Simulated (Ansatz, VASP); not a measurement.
# K in VASP and in Ansatz

Contents of INCAR:

```
PREC = Accurate
ENCUT = 520
EDIFF = 1E-6
ISMEAR = 0
SIGMA = 0.15
LREAL = False
LASPH = True
NELM = 60
ALGO = Fast
ISIF = 2
LWAVE = False
LCHARG = True
GGA = PS
LELF = True
LVHAR = True
NBANDS = 16
```

The input KPOINTS:

```
regular mesh
0
Gamma
  8 8 6
```

File POSCAR:

```
K
1.0
    2.3491143793     -4.0243054317      0.0000000000
    2.3491143793      4.0243054317      0.0000000000
    0.0000000000      0.0000000000      7.5280353440
K
2
Direct
    0.8308969762      0.1691030238      0.2500000000
    0.1691030238      0.8308969762      0.7500000000
```

Input for Ansatz:

```yaml
crystal:
  lattice:
    - [2.3491143793, -4.0243054317, 0.0]
    - [2.3491143793, 4.0243054317, 0.0]
    - [0.0, 0.0, 7.528035344]
  atoms:
    - { symbol: K, position: [0.8308969762, 0.1691030238, 0.25] }
    - { symbol: K, position: [0.1691030238, 0.8308969762, 0.75] }
basis:
  ecutwfc: 420
kpoints:
  mp_grid: { grid: [8, 8, 6] }
hamiltonian:
  xc: pbesol
scf:
  occupations: { method: gaussian, width: 0.15 }
output:
  forces: true
  stress: true
  eigenvalues: true
```

Alike in both runs: task single point; functional PBEsol; k mesh 8 × 8 × 6; occupations gaussian, width 0.15 eV; no spin polarisation.

|  | VASP | Ansatz |
| --- | --- | --- |
| version | VASP 6.6.1 | Ansatz 0.2.0 |
| potentials or method | VASP PAW PBE potentials, release 64 (K_sv), cutoff 520 eV | scalar-relativistic, plane waves, PAW |
| valence electrons in the cell | 18 | 18 |

|  | VASP | Ansatz | Ansatz less VASP |
| --- | --- | --- | --- |
| gap on the k mesh at the Fermi level (eV) | none | none | - |
| pressure (GPa) | 0.0 | 0.0 | +0.01 |

VASP's potentials were made for PBE, not for PBEsol. A gap of «none» marks a metal or a gap that the smearing closes.
